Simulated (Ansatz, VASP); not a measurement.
**One calculation of Si, two programs**

```
CELL_PARAMETERS angstrom
0.00000 2.71356 2.71356
2.71356 0.00000 2.71356
2.71356 2.71356 0.00000
ATOMIC_POSITIONS crystal
Si 0.25000 0.25000 0.25000
Si 0.00000 0.00000 0.00000
```

Alike in both runs: task relaxation of cell and atoms; functional r2SCAN; k mesh 8 × 8 × 8; no spin polarisation.

|  | VASP | Ansatz |
| --- | --- | --- |
| version | VASP 6.6.1 | Ansatz 0.2.0 |
| potentials or method | VASP PAW PBE potentials, release 64 (Si) | PAW with Ansatz's default frozen-core files, scalar-relativistic |
| plane-wave cutoff (eV) | 600 | 500 |
| occupations | gaussian, width 0.01 eV | fixed |
| valence electrons in the cell | 8 | 8 |

|  | VASP | Ansatz | Ansatz less VASP |
| --- | --- | --- | --- |
| gap on the k mesh at the Fermi level, each at its own relaxed structure (eV) | 0.82 | 0.81 | -0.011 |
| relaxed volume (Å³/atom) | 20.12 | 20.17 | +0.050 |
| relaxed length of the cell vector where the two differ most in proportion (Å) | 3.847 | 3.850 | +0.0032 |

VASP's potentials were made for PBE, not for r2SCAN.
